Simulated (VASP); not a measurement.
The system is V.

```
V
1.0
    -1.51435    1.51435    1.51435
     1.51435   -1.51435    1.51435
     1.51435    1.51435   -1.51435
V
1
Direct
  0.00000 0.00000 0.00000
```

| Item | Value |
| --- | --- |
| Program | VASP 6.6.1 |
| Task | relaxation of cell and atoms |
| Functional | revPBE |
| Dispersion | D4 |
| Potentials or basis | VASP PAW PBE potentials, release 64 (V_sv) |
| Cutoff | 600 eV |
| k mesh | 12 × 12 × 12 |
| Occupations | fermi-dirac, width 0.05 eV |
| Spin | collinear spin, ferromagnetic start |
| Starting moments | [2.0] μB |

At the start: pressure -8.0 GPa; volume 13.89 Å³/atom.

Where does the relaxation end?

Over 6 steps the energy falls by 16.7 meV/atom and the volume is 13.25 Å³/atom (-4.6 %); space group Im-3m (No. 229, to 0.1 Å) before and after; moment 0.00 μB per cell.

The path:
| step | energy change (eV) | largest force (eV/Å) | pressure (GPa) | volume (Å³) |
| --- | --- | --- | --- | --- |
| 1 | 0.0000 | 0.0000 | -7.98 | 13.89 |
| 2 | 0.0062 | 0.0000 | 10.92 | 12.55 |
| 3 | -0.0167 | 0.0000 | -0.08 | 13.25 |
| 4 | -0.0167 | 0.0000 | 0.09 | 13.24 |
| 5 | -0.0167 | 0.0000 | -0.08 | 13.25 |
| 6 | -0.0167 | 0.0000 | 0.00 | 13.25 |

Final structure:
```
CELL_PARAMETERS angstrom
-1.49056 1.49056 1.49056
1.49056 -1.49056 1.49056
1.49056 1.49056 -1.49056
ATOMIC_POSITIONS crystal
V 0.00000 0.00000 0.00000
```

Caveat: the moments typed at the start vanished in this run; the PAW data sets were made with another functional, which shifts forces and pressure a little.
